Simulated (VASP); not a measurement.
# GaN (Pm-3n) in VASP: a series of runs

GaN is run at these levels: PBE; tasks: single point.

Program: VASP 6.6.1. These are calculated values, not measurements. Logs are shortened: lines on timing, memory, paths and dates and some standing lists are left out, and cuts for length are marked.

### 1 The cell of the first run

Symmetry: Pm-3n, No. 223, cubic system. Conventional cell: a = 5.215 Å, b = 5.215 Å, c = 5.215 Å, α = 90.00°, β = 90.00°, γ = 90.00°. Within 2.4 Å of Ga (site symmetry -4m2) lie 4 N at 1.84 Å. Within 2.4 Å of N (site symmetry -4m2) lie 4 Ga at 1.84 Å.

The cell was generated, and may not be a known phase.

### 2 Single point, PBE

The input, INCAR:

```
SYSTEM = GaN
ALGO = Normal
EDIFF = 1E-6
ENCUT = 520
GGA = PE
ISIF = 2
ISMEAR = 0
LASPH = .TRUE.
LCHARG = .FALSE.
LREAL = .FALSE.
LWAVE = .FALSE.
NBANDS = 66
NELM = 60
PREC = Accurate
SIGMA = 0.1
```

The input, KPOINTS:

```
k-points
0
G
  4 4 4
  0 0 0
```

The input, POSCAR:

```
GaN
1.0
    5.2153367800      0.0000000000      0.0000000000
    0.0000000000      5.2153367800      0.0000000000
    0.0000000000      0.0000000000      5.2153367800
Ga N
6 6
Direct
    0.5000000000      0.0000000000      0.7500000000
    0.7500000000      0.5000000000      0.0000000000
    0.0000000000      0.7500000000      0.5000000000
    0.5000000000      0.0000000000      0.2500000000
    0.2500000000      0.5000000000      0.0000000000
    0.0000000000      0.2500000000      0.5000000000
    0.0000000000      0.5000000000      0.7500000000
    0.7500000000      0.0000000000      0.5000000000
    0.5000000000      0.7500000000      0.0000000000
    0.0000000000      0.5000000000      0.2500000000
    0.2500000000      0.0000000000      0.5000000000
    0.5000000000      0.2500000000      0.0000000000
```

Potentials or basis: VASP PAW PBE potentials, release 64 (Ga_d, N).

Run with:

```bash
$ cat potpaw_PBE.64/Ga_d/POTCAR potpaw_PBE.64/N/POTCAR > POTCAR
$ mpirun -np 1 vasp_std > vasp.out
```

OUTCAR:

```text
SYSTEM = GaN
   EDIFF = 1E-6
   ENCUT = 520
   GGA = PE
   ISIF = 2
   ISMEAR = 0
   LASPH = .TRUE.
   LREAL = .FALSE.
   NELM = 60
   PREC = Accurate

 ion  position               nearest neighbor table
   1  0.500  0.000  0.750-   8 1.84   9 1.84  11 1.84  12 1.84   4 2.61   4 2.61
   2  0.750  0.500  0.000-   7 1.84   9 1.84  10 1.84  12 1.84   5 2.61   5 2.61
   3  0.000  0.750  0.500-   7 1.84   8 1.84  10 1.84  11 1.84   6 2.61   6 2.61
   4  0.500  0.000  0.250-   8 1.84   9 1.84  11 1.84  12 1.84   1 2.61   1 2.61
   5  0.250  0.500  0.000-   7 1.84   9 1.84  10 1.84  12 1.84   2 2.61   2 2.61
   6  0.000  0.250  0.500-   7 1.84   8 1.84  10 1.84  11 1.84   3 2.61   3 2.61
   7  0.000  0.500  0.750-   2 1.84   3 1.84   5 1.84   6 1.84
   8  0.750  0.000  0.500-   1 1.84   3 1.84   4 1.84   6 1.84
   9  0.500  0.750  0.000-   1 1.84   2 1.84   4 1.84   5 1.84
  10  0.000  0.500  0.250-   2 1.84   3 1.84   5 1.84   6 1.84
  11  0.250  0.000  0.500-   1 1.84   3 1.84   4 1.84   6 1.84
  12  0.500  0.250  0.000-   1 1.84   2 1.84   4 1.84   5 1.84

  LATTYP: Found a simple cubic cell.
 ALAT       =     5.2153367800

  Lattice vectors:

 A1 = (   5.2153367800,   0.0000000000,   0.0000000000)
 A2 = (   0.0000000000,   5.2153367800,   0.0000000000)
 A3 = (   0.0000000000,   0.0000000000,   5.2153367800)

Analysis of symmetry for initial positions (statically):
=====================================================================
 Subroutine PRICEL returns:
 Original cell was already a primitive cell.

 Routine SETGRP: Setting up the symmetry group for a
 simple cubic supercell.

 Subroutine GETGRP returns: Found 48 space group operations
 (whereof 24 operations were pure point group operations)
 out of a pool of 48 trial point group operations.

The static configuration has the point symmetry T_h .
 The point group associated with its full space group is O_h .

Analysis of symmetry for dynamics (positions and initial velocities):
=====================================================================
 Subroutine PRICEL returns:
 Original cell was already a primitive cell.

 Routine SETGRP: Setting up the symmetry group for a
 simple cubic supercell.

 Subroutine GETGRP returns: Found 48 space group operations
 (whereof 24 operations were pure point group operations)
 out of a pool of 48 trial point group operations.

The dynamic configuration has the point symmetry T_h .
 The point group associated with its full space group is O_h .

 Subroutine INISYM returns: Found 48 space group operations
 (whereof 24 operations are pure point group operations),
 and found     1 'primitive' translations

----------------------------------------------------------------------------------------

                                     Primitive cell

  volume of cell :     141.8558

  direct lattice vectors                    reciprocal lattice vectors
     5.215336780  0.000000000  0.000000000     0.191742172  0.000000000  0.000000000
     0.000000000  5.215336780  0.000000000     0.000000000  0.191742172  0.000000000
     0.000000000  0.000000000  5.215336780     0.000000000  0.000000000  0.191742172

  length of vectors
     5.215336780  5.215336780  5.215336780     0.191742172  0.191742172  0.191742172

  position of ions in fractional coordinates (direct lattice)
     0.500000000  0.000000000  0.750000000
     0.750000000  0.500000000  0.000000000
     0.000000000  0.750000000  0.500000000
     0.500000000  0.000000000  0.250000000
     0.250000000  0.500000000  0.000000000
     0.000000000  0.250000000  0.500000000
     0.000000000  0.500000000  0.750000000
     0.750000000  0.000000000  0.500000000
     0.500000000  0.750000000  0.000000000
     0.000000000  0.500000000  0.250000000
     0.250000000  0.000000000  0.500000000
     0.500000000  0.250000000  0.000000000

  ion indices of the primitive-cell ions
   primitive index   ion index
                 1           1
                 2           2
                 3           3
                 4           4
                 5           5
                 6           6
                 7           7
                 8           8
                 9           9
                10          10
                11          11
                12          12

----------------------------------------------------------------------------------------

 KPOINTS: k-points

Automatic generation of k-mesh.
 Grid dimensions read from file:
 generate k-points for:    4    4    4

 Generating k-lattice:

  Cartesian coordinates                     Fractional coordinates (reciprocal lattice)
     0.047935543  0.000000000  0.000000000     0.250000000  0.000000000  0.000000000
     0.000000000  0.047935543  0.000000000     0.000000000  0.250000000  0.000000000
     0.000000000  0.000000000  0.047935543     0.000000000  0.000000000  0.250000000

  Length of vectors
     0.047935543  0.047935543  0.047935543

  Shift w.r.t. Gamma in fractional coordinates (k-lattice)
     0.000000000  0.000000000  0.000000000

 Subroutine IBZKPT returns following result:
 ===========================================

 Found     10 irreducible k-points:

 Following reciprocal coordinates:
            Coordinates               Weight
  0.000000  0.000000  0.000000      1.000000
  0.250000  0.000000  0.000000      6.000000
  0.500000  0.000000  0.000000      3.000000
  0.250000  0.250000  0.000000     12.000000
  0.500000  0.250000  0.000000     12.000000
  0.500000  0.500000  0.000000      3.000000
  0.250000  0.250000  0.250000      8.000000
  0.500000  0.250000  0.250000     12.000000
  0.500000  0.500000  0.250000      6.000000
  0.500000  0.500000  0.500000      1.000000
   k-points           NKPTS =     10   k-points in BZ     NKDIM =     10   number of bands    NBANDS=     66
   number of dos      NEDOS =    301   number of ions     NIONS =     12
   total plane-waves  NPLWV =  64000
   dimension x,y,z NGX =    40 NGY =   40 NGZ =   40
   dimension x,y,z NGXF=    80 NGYF=   80 NGZF=   80
   ions per type =               6   6
   NGX,Y,Z   is equivalent  to a cutoff of  12.75, 12.75, 12.75 a.u.
   NGXF,Y,Z  is equivalent  to a cutoff of  25.50, 25.50, 25.50 a.u.
 SYSTEM =  GaN
   PREC   = accura    normal or accurate (medium, high low for compatibility)
   ISTART =      0    job   : 0-new  1-cont  2-samecut
   ICHARG =      2    charge: 1-file 2-atom 10-const
   ISPIN  =      1    spin polarized calculation?
   LNONCOLLINEAR =      F non collinear calculations
   LSORBIT =      F    spin-orbit coupling
   LASPH  =      T    aspherical Exc in radial PAW
   ENCUT  =  520.0 eV  38.22 Ry    6.18 a.u.   9.70  9.70  9.70*2*pi/ulx,y,z
   NELM   =     60;   NELMIN=  2; NELMDL= -5     # of ELM steps
   EDIFF  = 0.1E-05   stopping-criterion for ELM
   LREAL  =      F    real-space projection
   EDIFFG = 0.1E-04   stopping-criterion for IOM
   NSW    =      0    number of steps for IOM
   IBRION =     -1    ionic relax: 0-MD 1-quasi-New 2-CG
   NFREE  =      0    steps in history (QN), initial steepest desc. (CG)
   ISIF   =      2    stress and relaxation
   ISYM   =      2    0-nonsym 1-usesym 2-fastsym
   POTIM  = 0.5000    time-step for ionic-motion
   TEBEG  =    0.0;   TEEND  =   0.0 temperature during run
   PSTRESS=    0.0 pullay stress
   NELECT =     108.0000    total number of electrons
   NUPDOWN=      -1.0000    fix difference up-down
   EMIN   =  10.00;   EMAX   =-10.00  energy-range for DOS
   EFERMI =   0.00;   METHOD = LEGACY
   ISMEAR =     0;   SIGMA  =   0.10  broadening in eV -4-tet -1-fermi 0-gaus
   EFERMI_NEDOS =   21; number of points for ismear=-14 and -15
   IALGO  =     38    algorithm
   IMIX   =      4    mixing-type and parameters
     AMIX     =   0.40;   BMIX     =  1.00
     AMIX_MAG =   1.60;   BMIX_MAG =  1.00
  volume/ion in A,a.u.               =      11.82        79.77
  Fermi-wavevector in a.u.,A,eV,Ry     =   1.494860  2.824875 30.403648  2.234605
  Thomas-Fermi vector in A             =   2.607078
   LORBIT       =      0    0 simple, 1 ext, 2 COOP (PROOUT), +10 PAW based schemes
   GGA     = PE    functional components
   LHFCALC =     F    Hartree Fock is set to
   AEXX    =    0.0000 exact exchange contribution
   IVDW    =     0    specifies the selected vdW correction
   LEPSILON=     F    determine dielectric tensor
   LRPA    =     F    only Hartree local field effects (RPA)
 non-spin polarized calculation
 Gauss-broadening in eV      SIGMA  =   0.10
  energy-cutoff  :      520.00
  volume of cell :      141.86
 maximum number of plane-waves:      3887
 NGX is ok and might be reduce to    40
   NGX = 19   NGY = 19   NGZ = 19

 number of electron     107.9999916 magnetization

 Free energy of the ion-electron system (eV)
  ---------------------------------------------------
  ext. energy  EPLUGINS =         0.00000000
  ---------------------------------------------------
  free energy    TOTEN  =       -67.97768686 eV

  energy without entropy =      -67.97768686  energy(sigma->0) =      -67.97768686

 E-fermi :   5.8977     XC(G=0): -10.9876

 val. band max:        5.3797370764   @ k =   0.0000   0.0000   0.0000
 cond. band min:       7.4803827148   @ k =   0.0000   0.0000   0.0000
 fundamental gap:      2.1006456384
 Fermi energy:         5.8977485561

 k-point     1 :       0.0000    0.0000    0.0000
  band No.  band energies     occupation
      1     -12.0713      2.00000
      2     -10.8404      2.00000
      3     -10.8404      2.00000
      4     -10.4940      2.00000
      5     -10.4940      2.00000
      6     -10.4940      2.00000
[... 58 lines left out ...]
     65      14.3552      0.00000
     66      14.4073      0.00000

 k-point     2 :       0.2500    0.0000    0.0000
  band No.  band energies     occupation
      1     -11.9105      2.00000
      2     -11.0594      2.00000
      3     -10.7521      2.00000
      4     -10.4863      2.00000
      5     -10.4863      2.00000
      6     -10.4819      2.00000
[... 610 lines left out ...]
     65      13.7484      0.00000
     66      13.7484      0.00000

------------------------ aborting loop because EDIFF is reached ----------------------------------------

  FORCE on cell =-STRESS in cart. coord.  units (eV):
  Direction    XX          YY          ZZ          XY          YZ          ZX
  --------------------------------------------------------------------------------------
  -------------------------------------------------------------------------------------
  Total       36.7456237     36.7456237     36.7456237      0.0000000     -0.0000000      0.0000000
  in kB      415.0201004    415.0201004    415.0201004      0.0000000     -0.0000000      0.0000000
  external PRESSURE =     415.0201004 kB  Pullay stress =       0.0000000 kB

 VOLUME and BASIS-vectors are now :
 -----------------------------------------------------------------------------
  energy-cutoff  :      520.00
  volume of cell :      141.86
      direct lattice vectors                 reciprocal lattice vectors
     5.215336780  0.000000000  0.000000000     0.191742172  0.000000000  0.000000000
     0.000000000  5.215336780  0.000000000     0.000000000  0.191742172  0.000000000
     0.000000000  0.000000000  5.215336780     0.000000000  0.000000000  0.191742172

 POSITION                                       TOTAL-FORCE (eV/Angst)
 -----------------------------------------------------------------------------------
      2.60767      0.00000      3.91150         0.000000      0.000000      0.000000
      3.91150      2.60767      0.00000        -0.000000      0.000000      0.000000
      0.00000      3.91150      2.60767        -0.000000      0.000000     -0.000000
      2.60767      0.00000      1.30383         0.000000      0.000000      0.000000
      1.30383      2.60767      0.00000         0.000000     -0.000000     -0.000000
      0.00000      1.30383      2.60767         0.000000      0.000000      0.000000
      0.00000      2.60767      3.91150         0.000000     -0.000000      0.000000
      3.91150      0.00000      2.60767        -0.000000     -0.000000      0.000000
      2.60767      3.91150      0.00000        -0.000000     -0.000000     -0.000000
      0.00000      2.60767      1.30383         0.000000      0.000000      0.000000
      1.30383      0.00000      2.60767         0.000000     -0.000000     -0.000000
      2.60767      1.30383      0.00000         0.000000      0.000000     -0.000000
 -----------------------------------------------------------------------------------
    total drift:                               -0.000000      0.000000     -0.000000

  FREE ENERGIE OF THE ION-ELECTRON SYSTEM (eV)
  ---------------------------------------------------
  free  energy   TOTEN  =       -67.9776868606 eV

  energy  without entropy=      -67.9776868606  energy(sigma->0) =      -67.97768686
```

It took 2.6 min on 1 thread of Intel Xeon Platinum 8375C at 2.90GHz (Ice Lake), shared host; peak memory 0.26 GiB.

Results:

* Free energy: -67.9777 eV
* Pressure: 41.5 GPa
* Band gap on the k mesh: 2.10 eV

Caveat: the cell stands under pressure.

### 3 Single point, PBE

This run uses another cell than the first one, of 14.40 Å³/atom.

The input, INCAR:

```
SYSTEM = GaN
PREC     = Accurate       ! precision mode
ENCUT    = 520            ! plane-wave cutoff, eV
EDIFF    = 1E-6           ! SCF threshold, eV
ISMEAR   = 0              ! smearing method
SIGMA    = 0.1            ! smearing width, eV
LREAL    = .FALSE.        ! projectors in reciprocal space
LASPH    = .TRUE.         ! aspherical terms in the spheres
NELM     = 80             ! most SCF steps
ALGO     = Normal         ! electronic algorithm
ISIF     = 2              ! what is computed and relaxed
LWAVE    = .FALSE.        ! write WAVECAR
LCHARG   = .TRUE.         ! write CHGCAR
GGA      = PE             ! functional
LELF     = .TRUE.         ! ELF
LVHAR    = .TRUE.       
NBANDS   = 66             ! bands
```

The input, KPOINTS:

```
regular mesh
0
G
  4 4 4
  0 0 0
```

Changes to POSCAR since step 2:

```diff
@@ -2,5 +2,5 @@
 1.0
-    5.2153367800      0.0000000000      0.0000000000
-    0.0000000000      5.2153367800      0.0000000000
-    0.0000000000      0.0000000000      5.2153367800
+    5.5694336850      0.0000000000      0.0000000000
+    0.0000000000      5.5694336850      0.0000000000
+    0.0000000000      0.0000000000      5.5694336850
 Ga N
```

Potentials or basis: VASP PAW PBE potentials, release 64 (Ga_d, N).

Run with:

```bash
$ cat potpaw_PBE.64/Ga_d/POTCAR potpaw_PBE.64/N/POTCAR > POTCAR
$ mpirun -np 1 vasp_std > vasp.out
```

Run time: 4.5 min. Hardware: 1 thread of Intel Xeon Platinum 8375C at 2.90GHz (Ice Lake), shared host; peak memory 0.29 GiB.

Results (log left out):

| Quantity | Value |
| --- | --- |
| Free energy | -71.3892 eV |
| Pressure | 0.3 GPa |
| Band gap on the k mesh | 1.50 eV |

Levels at points of the mesh, in eV from the valence-band top:
```csv
k point,band 52,band 53,band 54,band 55,band 56,band 57
"(0.00, 0.00, 0.00)",0.00,0.00,0.00,1.50,4.59,4.59
"(0.50, 0.00, 0.00)",-0.81,-0.23,-0.23,3.63,3.63,4.23
"(0.50, 0.50, 0.00)",-1.05,-0.83,-0.28,3.95,4.92,4.95
"(0.50, 0.50, 0.50)",-1.50,-1.50,-1.50,5.75,5.75,5.75
```
